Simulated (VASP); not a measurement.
Input of a VASP 6.6.1 run:

File POSCAR:

```
Al
1.0
    2.6425104687      0.0000000000      0.0000000000
   -1.3212552344      2.2884811957      0.0000000000
    0.0000000000      0.0000000000      5.2951125557
Al
2
Direct
    0.6666666667      0.3333333333      0.7500000000
    0.3333333333      0.6666666667      0.2500000000
```

The input INCAR.step1:

```
  PREC = Accurate
  ENCUT = 520
  ISMEAR = 0
  SIGMA = 0.15
  LREAL = F
  LASPH = T
  NELM = 80
  NBANDS = 10
  GGA = PE
  ALGO = Normal
  EDIFF = 1E-4
  LWAVE = T
  LCHARG = F
```

Contents of INCAR.step2:

```
  PREC = Accurate
  ENCUT = 520
  EDIFF = 1E-6
  ISMEAR = 0
  SIGMA = 0.15
  LREAL = F
  LASPH = T
  NELM = 80
  ALGO = Normal
  ISIF = 2
  LWAVE = F
  LCHARG = F
  METAGGA = R2SCAN
  LMIXTAU = T
  NBANDS = 10
  ISTART = 1
```

KPOINTS

```
regular mesh
0
Gamma
  30 30 14
```

Potentials or basis: VASP PAW PBE potentials, release 64 (Al).

Launch:

```console
$ cat potpaw_PBE.64/Al/POTCAR > POTCAR
$ cp INCAR.step1 INCAR
$ mpirun -np 1 vasp_std > vasp.out
$ cp INCAR.step2 INCAR
$ mpirun -np 1 vasp_std > vasp.out
```

Problem. Estimate the pressure.

Solution. 5.0 GPa.

Problem. What does it give for the band gap on the k mesh?

Solution. Zero (bands 3 and 4 overlap by 5.68 eV).

Stress tensor (GPa, compression positive):
```
11.54  0.00  0.00
 0.00 11.54  0.00
 0.00  0.00 -7.95
```

Caveat: the cell stands under pressure; the PAW data sets were made with another functional, which shifts forces and pressure a little.
